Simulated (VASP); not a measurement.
# Ru16C (a cell with a defect) in VASP: single point with PBE

Aim: the single point of Ru16C (a cell with a defect) with PBE.

Program: VASP 6.6.1. These are calculated values, not measurements. Logs are shortened: lines on timing, memory, paths and dates and some standing lists are left out, and cuts for length are marked.

## (1) The cell of the first run

The cell holds a defect, 17 atoms: a = 5.445 Å, b = 5.445 Å, c = 8.574 Å, α = 90.00°, β = 90.00°, γ = 120.00°.

## (2) Single point, PBE

File INCAR:

```
ALGO = Normal
EDIFF = 1E-6
ENCUT = 520
GGA = PE
ISIF = 2
ISMEAR = 1
LASPH = True
LCHARG = False
LREAL = Auto
LWAVE = False
NBANDS = 128
NELM = 80
PREC = Accurate
SIGMA = 0.1
```

File KPOINTS:

```
k-points
0
Gamma
  4 4 2
```

File POSCAR:

```
Ru16C
1.0
    5.4453429800      0.0000000600      0.0000000000
   -2.7226715400      4.7158053200      0.0000000000
    0.0000000000      0.0000000000      8.5740128100
Ru C
16 1
Direct
    0.1432977980      0.3225690817      0.1223232369
    0.3196719374      0.1461455540      0.3824775018
    0.1649201608      0.3333695697      0.6302585638
    0.3304355815      0.1677393205      0.8745385814
    0.1626784416      0.8322377036      0.1191592575
    0.3197016929      0.6753478494      0.3824764521
    0.1627038163      0.8322285853      0.6360497845
    0.3304877908      0.6645437561      0.8745343827
    0.6724342501      0.3225608049      0.1223060921
    0.8294372133      0.1656641649      0.3856328505
    0.6616618047      0.3333822865      0.6302521491
    0.8294182600      0.1656567431      0.8687494601
    0.6724402125      0.8517327767      0.1223254529
    0.8488190045      0.6753416931      0.3824952298
    0.6616725259      0.8301896908      0.6302564645
    0.8271741439      0.6645178793      0.8745283179
    0.4960830822      0.4989516765      0.2524085335
```

Potentials or basis: VASP PAW PBE potentials, release 64 (Ru_pv, C).

Started as:

```console
> cat potpaw_PBE.64/Ru_pv/POTCAR potpaw_PBE.64/C/POTCAR > POTCAR
> mpirun -np 1 vasp_std > vasp.out
```

OUTCAR:

```text
EDIFF = 1E-6
   ENCUT = 520
   GGA = PE
   ISIF = 2
   ISMEAR = 1
   LASPH = True
   LREAL = Auto
   NELM = 80
   PREC = Accurate

 ion  position               nearest neighbor table
   1  0.143  0.323  0.122-  17 2.00  13 2.56   9 2.56  12 2.63   4 2.67   8 2.67  10 2.70   5 2.72
                             5 2.72   6 2.78   2 2.78   9 2.88  13 2.88
   2  0.320  0.146  0.382-  17 2.00   6 2.56  14 2.56   7 2.63  11 2.67   3 2.67   5 2.70  10 2.72
                            10 2.72   1 2.78   9 2.78  14 2.88   6 2.88
   3  0.165  0.333  0.630-  12 2.59   4 2.61   8 2.61  10 2.63   2 2.67   6 2.67  11 2.70  15 2.71
                             7 2.72   7 2.72  15 2.74  11 2.74
   4  0.330  0.168  0.875-   7 2.59   3 2.61  11 2.61   5 2.63   9 2.67   1 2.67  16 2.71   8 2.71
                            12 2.72  12 2.72   8 2.74  16 2.74
   5  0.163  0.832  0.119-   4 2.63   8 2.63  16 2.63   2 2.70  14 2.70   6 2.70   9 2.72   1 2.72
                            13 2.72  13 2.72   1 2.72   9 2.72
   6  0.320  0.675  0.382-  17 2.00   2 2.56  14 2.56   7 2.63  15 2.67   3 2.67   5 2.70  10 2.72
                            10 2.72  13 2.78   1 2.78  14 2.88   2 2.88
   7  0.163  0.832  0.636-   8 2.59  16 2.59   4 2.59  14 2.63   6 2.63   2 2.63  11 2.72   3 2.72
                            15 2.72  15 2.72   3 2.72  11 2.72
   8  0.330  0.665  0.875-   7 2.59   3 2.61  15 2.61   5 2.63  13 2.67   1 2.67  16 2.70   4 2.71
                            12 2.72  12 2.72   4 2.74  16 2.74
   9  0.672  0.323  0.122-  17 2.00  13 2.56   1 2.56  12 2.63  16 2.67   4 2.67  10 2.70   5 2.72
                             5 2.72   2 2.78  14 2.78   1 2.88  13 2.88
  10  0.829  0.166  0.386-  15 2.63  11 2.63   3 2.63   1 2.70  13 2.70   9 2.70   6 2.72  14 2.72
                             2 2.72   2 2.72  14 2.72   6 2.72
  11  0.662  0.333  0.630-  12 2.59  16 2.61   4 2.61  10 2.63  14 2.67   2 2.67   3 2.70  15 2.71
                             7 2.72   7 2.72  15 2.74   3 2.74
  12  0.829  0.166  0.869-  15 2.59  11 2.59   3 2.59   9 2.63   1 2.63  13 2.63   4 2.72   8 2.72
                            16 2.72  16 2.72   8 2.72   4 2.72
  13  0.672  0.852  0.122-  17 2.00   9 2.56   1 2.56  12 2.63   8 2.67  16 2.67  10 2.70   5 2.72
                             5 2.72   6 2.78  14 2.78   1 2.88   9 2.88
  14  0.849  0.675  0.382-  17 2.00   2 2.56   6 2.56   7 2.63  11 2.67  15 2.67   5 2.70  10 2.72
                            10 2.72  13 2.78   9 2.78   6 2.88   2 2.88
  15  0.662  0.830  0.630-  12 2.59  16 2.61   8 2.61  10 2.63  14 2.67   6 2.67   3 2.71  11 2.71
                             7 2.72   7 2.72  11 2.74   3 2.74
  16  0.827  0.665  0.875-   7 2.59  11 2.61  15 2.61   5 2.63   9 2.67  13 2.67   8 2.70   4 2.71
                            12 2.72  12 2.72   4 2.74   8 2.74
  17  0.496  0.499  0.252-  14 2.00   6 2.00   9 2.00  13 2.00   1 2.00   2 2.00

  LATTYP: Found a hexagonal cell.
 ALAT       =     5.4453429800
 C/A-ratio  =     1.5745588187

  Lattice vectors:

 A1 = (   5.4453429800,   0.0000000600,   0.0000000000)
 A2 = (  -2.7226715400,   4.7158053200,   0.0000000000)
 A3 = (   0.0000000000,   0.0000000000,   8.5740128100)

Analysis of symmetry for initial positions (statically):
[... 167 lines left out ...]
   IALGO  =     38    algorithm
   IMIX   =      4    mixing-type and parameters
     AMIX     =   0.40;   BMIX     =  1.00
     AMIX_MAG =   1.60;   BMIX_MAG =  1.00
  volume/ion in A,a.u.               =      12.95        87.40
  Fermi-wavevector in a.u.,A,eV,Ry     =   1.656271  3.129898 37.323954  2.743233
  Thomas-Fermi vector in A             =   2.744224
   LORBIT       =      0    0 simple, 1 ext, 2 COOP (PROOUT), +10 PAW based schemes
   GGA     = PE    functional components
   LHFCALC =     F    Hartree Fock is set to
   AEXX    =    0.0000 exact exchange contribution
   IVDW    =     0    specifies the selected vdW correction
   LEPSILON=     F    determine dielectric tensor
   LRPA    =     F    only Hartree local field effects (RPA)
 non-spin polarized calculation
 Methfessel and Paxton  Order N= 1 SIGMA  =   0.10
  energy-cutoff  :      520.00
  volume of cell :      220.17
 maximum number of plane-waves:      5996
   NGX = 21   NGY = 21   NGZ = 31

 number of electron     228.0000004 magnetization

 Free energy of the ion-electron system (eV)
  ---------------------------------------------------
  ext. energy  EPLUGINS =         0.00000000
  ---------------------------------------------------
  free energy    TOTEN  =      -155.08165434 eV

  energy without entropy =     -155.08812725  energy(sigma->0) =     -155.08381198

 E-fermi :  13.1460     XC(G=0): -14.1699

 val. band max:       13.1294666597   @ k =   0.0000   0.0000   0.5000
 cond. band min:      13.1589135621   @ k =   0.2500   0.0000   0.0000
 fundamental gap:      0.0294469025
 Fermi energy:        13.1459655371

 k-point     1 :       0.0000    0.0000    0.0000
  band No.  band energies     occupation
      1     -30.8759      2.00000
      2     -30.7543      2.00000
      3     -30.6409      2.00000
      4     -30.5812      2.00000
      5     -30.5812      2.00000
      6     -30.5395      2.00000
[... 2569 lines left out ...]
    125      13.8795     -0.00000
    126      14.0353     -0.00000
 [bands above 126 left out]

------------------------ aborting loop because EDIFF is reached ----------------------------------------

  FORCE on cell =-STRESS in cart. coord.  units (eV):
  Direction    XX          YY          ZZ          XY          YZ          ZX
  --------------------------------------------------------------------------------------
  -------------------------------------------------------------------------------------
  Total       13.8236575     13.8393002     21.1233896     -0.0047947      0.0005560      0.0005005
  in kB      100.5931270    100.7069568    153.7124180     -0.0348905      0.0040456      0.0036419
  external PRESSURE =     118.3375006 kB  Pullay stress =       0.0000000 kB

 VOLUME and BASIS-vectors are now :
 -----------------------------------------------------------------------------
  energy-cutoff  :      520.00
  volume of cell :      220.17
      direct lattice vectors                 reciprocal lattice vectors
     5.445342980  0.000000060  0.000000000     0.183643160  0.106026431  0.000000000
    -2.722671540  4.715805320  0.000000000    -0.000000002  0.212052858  0.000000000
     0.000000000  0.000000000  8.574012810     0.000000000  0.000000000  0.116631503

 POSITION                                       TOTAL-FORCE (eV/Angst)
 -----------------------------------------------------------------------------------
     -0.09794      1.52117      1.04880        -0.008546     -0.004440     -0.018461
      1.34282      0.68919      3.27937        -0.000347     -0.005708      0.016229
     -0.00961      1.57211      5.40384         0.003807      0.002597     -0.010047
      1.34264      0.79103      7.49830         0.002065      0.003243      0.005273
     -1.38007      3.92467      1.02167        -0.000368      0.000944     -0.000317
     -0.09787      3.18481      3.27936        -0.008336      0.004268      0.016417
[... 9 lines left out ...]
      2.69498      3.13374      7.49822        -0.000586     -0.001355      0.008197
      1.34286      2.35296      2.16415        -0.001537     -0.002212      0.010550
 -----------------------------------------------------------------------------------
    total drift:                               -0.008132     -0.006260      0.012162

  FREE ENERGIE OF THE ION-ELECTRON SYSTEM (eV)
  ---------------------------------------------------
  free  energy   TOTEN  =      -155.0816543412 eV

  energy  without entropy=     -155.0881272471  energy(sigma->0) =     -155.08381198
```

Wall time 31 min (1 thread of Intel Xeon Platinum 8259CL at 2.50GHz (Skylake/Cascade Lake), shared host); peak memory 0.52 GiB.

Results:

```yaml
Free_energy: -155.0817 eV
Pressure: 11.8 GPa
Largest_force: 0.021 eV/Å
Band_gap_on_the_k_mesh: zero (bands 114 and 115 overlap by 1.07 eV)
```

Forces on the atoms (eV/Å):
```
Ru  -0.009 -0.004 -0.018
Ru   0.000 -0.006  0.016
Ru   0.004  0.003 -0.010
Ru   0.002  0.003  0.005
Ru   0.000  0.001  0.000
Ru  -0.008  0.004  0.016
Ru   0.000  0.004 -0.005
Ru   0.003 -0.003  0.007
Ru   0.008 -0.003 -0.017
Ru  -0.001 -0.001  0.001
Ru  -0.006  0.000 -0.008
Ru  -0.002 -0.002  0.006
Ru   0.000  0.009 -0.017
Ru   0.011  0.005  0.014
Ru   0.000 -0.007 -0.008
Ru  -0.001 -0.001  0.008
C   -0.002 -0.002  0.011
```

Levels at points of the mesh, in eV from the Fermi level:
| k point | band 111 | band 112 | band 113 | band 114 | band 115 | band 116 | band 117 | band 118 | band 119 | band 120 |
| --- | --- | --- | --- | --- | --- | --- | --- | --- | --- | --- |
| (0.00, 0.00, 0.00) | 0.34 | 0.34 | 0.35 | 0.35 | 0.62 | 0.75 | 0.75 | 1.01 | 1.12 | 1.13 |
| (0.50, 0.00, 0.00) | -0.94 | -0.85 | -0.66 | -0.54 | -0.17 | -0.07 | 0.15 | 0.18 | 0.20 | 0.29 |
| (0.00, 0.50, 0.00) | -0.94 | -0.85 | -0.66 | -0.54 | -0.17 | -0.07 | 0.15 | 0.18 | 0.20 | 0.29 |
| (0.50, 0.50, 0.00) | -0.94 | -0.85 | -0.66 | -0.54 | -0.17 | -0.07 | 0.15 | 0.18 | 0.20 | 0.29 |
| (0.00, 0.00, 0.50) | 0.38 | 0.47 | 0.56 | 0.56 | 0.75 | 0.75 | 0.83 | 0.83 | 1.02 | 1.02 |
| (0.50, 0.00, 0.50) | -0.65 | -0.53 | -0.52 | -0.52 | -0.50 | -0.29 | -0.24 | -0.20 | -0.13 | -0.13 |
| (0.00, 0.50, 0.50) | -0.65 | -0.53 | -0.52 | -0.52 | -0.51 | -0.29 | -0.24 | -0.20 | -0.13 | -0.13 |
| (0.50, 0.50, 0.50) | -0.65 | -0.53 | -0.52 | -0.52 | -0.51 | -0.29 | -0.24 | -0.20 | -0.13 | -0.13 |

Caveat: the k points lie up to 0.37 Å⁻¹ apart, too coarse for converged energies and pressures of a metal.

The gap in the log of VASP goes by the Fermi energy; the results here count the filled bands.